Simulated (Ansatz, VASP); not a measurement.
## W in VASP and in Ansatz

```
CELL_PARAMETERS angstrom
2.75192 0.00000 0.00000
-1.37596 2.38323 0.00000
0.00000 0.00000 4.91685
ATOMIC_POSITIONS crystal
W 0.33333 0.66667 0.25000
W 0.66667 0.33333 0.75000
```

Alike in both runs: functional PBEsol; k mesh 6 × 6 × 4; occupations gaussian, width 0.1 eV; no spin polarisation.

Ansatz relaxed the structure, and its values are those at the end. VASP's run is a single point on that final structure, the one shown.

|  | VASP | Ansatz |
| --- | --- | --- |
| version | VASP 6.6.1 | Ansatz 0.2.0 |
| potentials or method | VASP PAW PBE potentials, release 64 (W_sv), cutoff 520 eV | scalar-relativistic, plane waves, PAW |
| valence electrons in the cell | 28 | 28 |

Ansatz gave:

```
gap on the k mesh at the Fermi level (eV) : none
pressure (GPa)                            : 0.0
```

Question: Estimate VASP's values.

Answer: gap on the k mesh at the Fermi level (eV): none; pressure (GPa): 0.7.

VASP's potentials were made for PBE, not for PBEsol. A gap of «none» marks a metal or a gap that the smearing closes. With one functional, cell and mesh, what is left measures potentials, basis and numerics.

The k mesh is coarse, so the values compare programs but aren't converged. Neither program's run includes spin-orbit coupling.
